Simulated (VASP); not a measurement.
# Pd12S in VASP: single point with LDA

Aim: the single point of Pd12S with LDA.

Everything below comes from runs of VASP 6.6.1. Logs are shortened: lines on timing, memory, paths and dates and some standing lists are left out, and cuts for length are marked.

**1. The cell of the first run**

The cell holds a slab with vacuum, 13 atoms: a = 5.429 Å, b = 5.429 Å, c = 19.933 Å, α = 90.00°, β = 90.00°, γ = 120.00°.

**2. Single point, LDA**

Contents of INCAR:

```
PREC = Accurate
ENCUT = 520
EDIFF = 1E-6
ISMEAR = 0
SIGMA = 0.1
LREAL = F
LASPH = T
NELM = 60
ALGO = Normal
ISIF = 2
LWAVE = F
LCHARG = F
LDIPOL = T
IDIPOL = 3
DIPOL = 0.5 0.5 0.328
GGA = CA
NBANDS = 75
```

Contents of KPOINTS:

```
regular mesh
0
Gamma
  6 6 1
```

Contents of POSCAR:

```
Pd12S
1.0
    5.4294429595      0.0000000000      0.0000000000
   -2.7147214798      4.7020355314      0.0000000000
    0.0000000000      0.0000000000     19.9331216116
Pd S
12 1
Direct
    0.3333333333      0.1666666667      0.2006710277
    0.3333333333      0.6666666667      0.2006710277
    0.8333333333      0.1666666667      0.2006710277
    0.8333333333      0.6666666667      0.2006710277
    0.1666666667      0.3333333333      0.3118709115
    0.1666666667      0.8333333333      0.3118709115
    0.6666666667      0.3333333333      0.3118709115
    0.6666666667      0.8333333333      0.3118709115
    0.0000000000      0.0000000000      0.4230707952
    0.0000000000      0.5000000000      0.4230707952
    0.5000000000      0.0000000000      0.4230707952
    0.5000000000      0.5000000000      0.4230707952
    0.0000000000      0.1666666667      0.5158365047
```

Potentials or basis: VASP PAW LDA potentials, release 64 (Pd, S).

Command:

```console
$ cat potpaw_LDA.64/Pd/POTCAR potpaw_LDA.64/S/POTCAR > POTCAR
$ mpirun -np 1 vasp_std > vasp.out
```

OUTCAR:

```text
PREC = Accurate
   ENCUT = 520
   EDIFF = 1E-6
   ISMEAR = 0
   LREAL = F
   LASPH = T
   NELM = 60
   ISIF = 2
   GGA = CA

 ion  position               nearest neighbor table
   1  0.333  0.167  0.201-   3 2.71   3 2.71   4 2.71   4 2.71   2 2.71   2 2.71   5 2.71   7 2.71
                             6 2.71
   2  0.333  0.667  0.201-   4 2.71   4 2.71   3 2.71   3 2.71   1 2.71   1 2.71   6 2.71   8 2.71
                             5 2.71
   3  0.833  0.167  0.201-   1 2.71   1 2.71   2 2.71   2 2.71   4 2.71   4 2.71   7 2.71   5 2.71
                             8 2.71
   4  0.833  0.667  0.201-   2 2.71   2 2.71   1 2.71   1 2.71   3 2.71   3 2.71   8 2.71   6 2.71
                             7 2.71
   5  0.167  0.333  0.312-  12 2.71   9 2.71  10 2.71   7 2.71   7 2.71   8 2.71   8 2.71   6 2.71
                             6 2.71   1 2.71   3 2.71   2 2.71
   6  0.167  0.833  0.312-  11 2.71  10 2.71   9 2.71   8 2.71   8 2.71   7 2.71   7 2.71   5 2.71
                             5 2.71   2 2.71   4 2.71   1 2.71
   7  0.667  0.333  0.312-  10 2.71  11 2.71  12 2.71   5 2.71   5 2.71   6 2.71   6 2.71   8 2.71
                             8 2.71   3 2.71   1 2.71   4 2.71
   8  0.667  0.833  0.312-   9 2.71  12 2.71  11 2.71   6 2.71   6 2.71   5 2.71   5 2.71   7 2.71
                             7 2.71   4 2.71   2 2.71   3 2.71
   9  0.000  0.000  0.423-  13 2.06   8 2.71   5 2.71   6 2.71  11 2.71  11 2.71  12 2.71  12 2.71
                            10 2.71  10 2.71
  10  0.000  0.500  0.423-  13 2.59   7 2.71   6 2.71   5 2.71  12 2.71  12 2.71  11 2.71  11 2.71
                             9 2.71   9 2.71
  11  0.500  0.000  0.423-   6 2.71   7 2.71   8 2.71   9 2.71   9 2.71  10 2.71  10 2.71  12 2.71
                            12 2.71  13 3.03
  12  0.500  0.500  0.423-   5 2.71   8 2.71   7 2.71  10 2.71  10 2.71   9 2.71   9 2.71  11 2.71
                            11 2.71  13 3.03
  13  0.000  0.167  0.516-   9 2.06  10 2.59  11 3.03  12 3.03

  LATTYP: Found a hexagonal cell.
 ALAT       =     5.4294429595
 C/A-ratio  =     3.6713014135

  Lattice vectors:

 A1 = (   5.4294429595,   0.0000000000,   0.0000000000)
 A2 = (  -2.7147214798,   4.7020355314,   0.0000000000)
 A3 = (   0.0000000000,   0.0000000000,  19.9331216116)

Analysis of symmetry for initial positions (statically):
=====================================================================
 Subroutine PRICEL returns:
 Original cell was already a primitive cell.

 Routine SETGRP: Setting up the symmetry group for a
 hexagonal supercell.

 Subroutine GETGRP returns: Found  1 space group operations
 (whereof  1 operations were pure point group operations)
 out of a pool of 24 trial point group operations.

The static configuration has the point symmetry C_1 .

Analysis of symmetry for dynamics (positions and initial velocities):
=====================================================================
 Subroutine PRICEL returns:
 Original cell was already a primitive cell.

 Routine SETGRP: Setting up the symmetry group for a
 hexagonal supercell.

 Subroutine GETGRP returns: Found  1 space group operations
 (whereof  1 operations were pure point group operations)
 out of a pool of 24 trial point group operations.

The dynamic configuration has the point symmetry C_1 .

 Subroutine INISYM returns: Found  1 space group operations
 (whereof  1 operations are pure point group operations),
 and found     1 'primitive' translations

----------------------------------------------------------------------------------------

                                     Primitive cell

  volume of cell :     508.8813

  direct lattice vectors                    reciprocal lattice vectors
     5.429442960  0.000000000  0.000000000     0.184180957  0.106336925  0.000000000
    -2.714721480  4.702035531  0.000000000     0.000000000  0.212673850  0.000000000
     0.000000000  0.000000000 19.933121612     0.000000000  0.000000000  0.050167757

  length of vectors
     5.429442960  5.429442960 19.933121612     0.212673850  0.212673850  0.050167757

  position of ions in fractional coordinates (direct lattice)
     0.333333333  0.166666667  0.200671028
     0.333333333  0.666666667  0.200671028
     0.833333333  0.166666667  0.200671028
     0.833333333  0.666666667  0.200671028
     0.166666667  0.333333333  0.311870912
     0.166666667  0.833333333  0.311870912
[... 44 lines left out ...]

 Subroutine IBZKPT returns following result:
 ===========================================

 Found     20 irreducible k-points:

 Following reciprocal coordinates:
            Coordinates               Weight
  0.000000  0.000000  0.000000      1.000000
  0.166667  0.000000  0.000000      2.000000
  0.000000  0.166667  0.000000      2.000000
 -0.166667  0.166667  0.000000      2.000000
  0.333333  0.000000  0.000000      2.000000
  0.000000  0.333333  0.000000      2.000000
[... 12 lines left out ...]
  0.500000 -0.166667  0.000000      2.000000
  0.333333  0.333333  0.000000      2.000000
   k-points           NKPTS =     20   k-points in BZ     NKDIM =     20   number of bands    NBANDS=     75
   number of dos      NEDOS =    301   number of ions     NIONS =     13
   total plane-waves  NPLWV = 240000
   dimension x,y,z NGX =    40 NGY =   40 NGZ =  150
   dimension x,y,z NGXF=    80 NGYF=   80 NGZF=  300
   ions per type =              12   1
   NGX,Y,Z   is equivalent  to a cutoff of  12.25, 12.25, 12.51 a.u.
   NGXF,Y,Z  is equivalent  to a cutoff of  24.50, 24.50, 25.02 a.u.
 SYSTEM =  unknown system
   PREC   = accura    normal or accurate (medium, high low for compatibility)
   ISTART =      0    job   : 0-new  1-cont  2-samecut
   ICHARG =      2    charge: 1-file 2-atom 10-const
   ISPIN  =      1    spin polarized calculation?
   LNONCOLLINEAR =      F non collinear calculations
   LSORBIT =      F    spin-orbit coupling
   LASPH  =      T    aspherical Exc in radial PAW
   ENCUT  =  520.0 eV  38.22 Ry    6.18 a.u.  10.10 10.10 37.06*2*pi/ulx,y,z
   NELM   =     60;   NELMIN=  2; NELMDL= -5     # of ELM steps
   EDIFF  = 0.1E-05   stopping-criterion for ELM
   LREAL  =      F    real-space projection
   EDIFFG = 0.1E-04   stopping-criterion for IOM
   NSW    =      0    number of steps for IOM
   IBRION =     -1    ionic relax: 0-MD 1-quasi-New 2-CG
   NFREE  =      0    steps in history (QN), initial steepest desc. (CG)
   ISIF   =      2    stress and relaxation
   ISYM   =      2    0-nonsym 1-usesym 2-fastsym
   POTIM  = 0.5000    time-step for ionic-motion
   TEBEG  =    0.0;   TEEND  =   0.0 temperature during run
   PSTRESS=    0.0 pullay stress
   NELECT =     126.0000    total number of electrons
   NUPDOWN=      -1.0000    fix difference up-down
   EMIN   =  10.00;   EMAX   =-10.00  energy-range for DOS
   EFERMI =   0.00;   METHOD = LEGACY
   ISMEAR =     0;   SIGMA  =   0.10  broadening in eV -4-tet -1-fermi 0-gaus
   EFERMI_NEDOS =   21; number of points for ismear=-14 and -15
   IALGO  =     38    algorithm
   IMIX   =      4    mixing-type and parameters
     AMIX     =   0.40;   BMIX     =  1.00
     AMIX_MAG =   1.60;   BMIX_MAG =  1.00
  volume/ion in A,a.u.               =      39.14       264.16
  Fermi-wavevector in a.u.,A,eV,Ry     =   1.027999  1.942637 14.378401  1.056783
  Thomas-Fermi vector in A             =   2.161973
   LORBIT       =      0    0 simple, 1 ext, 2 COOP (PROOUT), +10 PAW based schemes
   GGA     = CA    functional components
   LHFCALC =     F    Hartree Fock is set to
   AEXX    =    0.0000 exact exchange contribution
   IVDW    =     0    specifies the selected vdW correction
   LEPSILON=     F    determine dielectric tensor
   LRPA    =     F    only Hartree local field effects (RPA)
 non-spin polarized calculation
 Gauss-broadening in eV      SIGMA  =   0.10
  energy-cutoff  :      520.00
  volume of cell :      508.88
 maximum number of plane-waves:     13752
   NGX = 21   NGY = 21   NGZ = 75

 dipolmoment           0.000000      0.000000     -0.001096 electrons x Angstroem

 number of electron     126.0000003 magnetization

 dipolmoment           0.000000      0.000000      0.011476 electrons x Angstroem

 Free energy of the ion-electron system (eV)
  ---------------------------------------------------
  ext. energy  EPLUGINS =         0.00000000
  ---------------------------------------------------
  free energy    TOTEN  =       -77.62485231 eV

  energy without entropy =      -77.48486596  energy(sigma->0) =      -77.55485914

 E-fermi :   0.0212     XC(G=0):  -5.8966

 val. band max:        0.0195647479   @ k =   0.0000   0.1667   0.0000
 cond. band min:       0.0333827017   @ k =  -0.1667   0.1667   0.0000
 fundamental gap:      0.0138179538
 Fermi energy:         0.0211648829

 k-point     1 :       0.0000    0.0000    0.0000
  band No.  band energies     occupation
      1     -12.7013      2.00000
      2      -6.7190      2.00000
      3      -5.7859      2.00000
      4      -5.5741      2.00000
      5      -5.4833      2.00000
      6      -5.3297      2.00000
[... 1549 lines left out ...]
     74       5.7595      0.00000
     75       5.8189      0.00000

------------------------ aborting loop because EDIFF is reached ----------------------------------------

 vacuum level on the upper side and lower side of the slab       (xc-potential included)        -0.089        -0.114

  FORCE on cell =-STRESS in cart. coord.  units (eV):
  Direction    XX          YY          ZZ          XY          YZ          ZX
  --------------------------------------------------------------------------------------
  -------------------------------------------------------------------------------------
  Total       -9.4428671     -8.8626626      0.7994337     -0.6345456      3.1316202     -1.9842368
  in kB      -29.7302090    -27.9034756      2.5169613     -1.9978225      9.8596879     -6.2472312
  external PRESSURE =     -18.3722411 kB  Pullay stress =       0.0000000 kB

 VOLUME and BASIS-vectors are now :
 -----------------------------------------------------------------------------
  energy-cutoff  :      520.00
  volume of cell :      508.88
      direct lattice vectors                 reciprocal lattice vectors
     5.429442960  0.000000000  0.000000000     0.184180957  0.106336925  0.000000000
    -2.714721480  4.702035531  0.000000000     0.000000000  0.212673850  0.000000000
     0.000000000  0.000000000 19.933121612     0.000000000  0.000000000  0.050167757

 POSITION                                       TOTAL-FORCE (eV/Angst)
 -----------------------------------------------------------------------------------
      1.35736      0.78367      4.00000        -0.005623      0.011554     -0.067451
     -0.00000      3.13469      4.00000         0.040562     -0.037613     -0.096287
      4.07208      0.78367      4.00000        -0.011879      0.015134     -0.031087
      2.71472      3.13469      4.00000        -0.010992      0.006215      0.011183
      0.00000      1.56735      6.21656         0.012405     -0.036369     -0.221582
     -1.35736      3.91836      6.21656        -0.013848     -0.002144      0.268862
      2.71472      1.56735      6.21656        -0.020354      0.047199     -0.048462
      1.35736      3.91836      6.21656         0.055384      0.003126      0.021441
      0.00000      0.00000      8.43312         0.714796     -1.216332     -1.497146
     -1.35736      2.35102      8.43312         0.317940     -0.325111      0.971387
      2.71472      0.00000      8.43312         0.126017     -0.020359      0.230700
      1.35736      2.35102      8.43312        -0.200425     -0.141678      0.389977
     -0.45245      0.78367     10.28223        -1.003983      1.696378      0.068463
 -----------------------------------------------------------------------------------
    total drift:                               -0.000013     -0.000023      0.000138

  FREE ENERGIE OF THE ION-ELECTRON SYSTEM (eV)
  ---------------------------------------------------
  free  energy   TOTEN  =       -77.6248523132 eV

  energy  without entropy=      -77.4848659598  energy(sigma->0) =      -77.55485914

 vacuum level on the upper side and lower side of the slab         5.724         5.688
```

It took 36 min on 1 thread of Intel Xeon Platinum 8488C (Sapphire Rapids), shared host; peak memory 0.74 GiB.

Results:

- Free energy: -77.6249 eV
- Largest force: 2.057 eV/Å
- Band gap on the k mesh: zero (bands 63 and 64 overlap by 0.47 eV)

Forces in eV/Å, atoms in the order of the input:
```
Pd  -0.006  0.012 -0.067
Pd   0.041 -0.038 -0.096
Pd  -0.012  0.015 -0.031
Pd  -0.011  0.006  0.011
Pd   0.012 -0.036 -0.222
Pd  -0.014 -0.002  0.269
Pd  -0.020  0.047 -0.048
Pd   0.055  0.003  0.021
Pd   0.715 -1.216 -1.497
Pd   0.318 -0.325  0.971
Pd   0.126 -0.020  0.231
Pd  -0.200 -0.142  0.390
S   -1.004  1.696  0.068
```
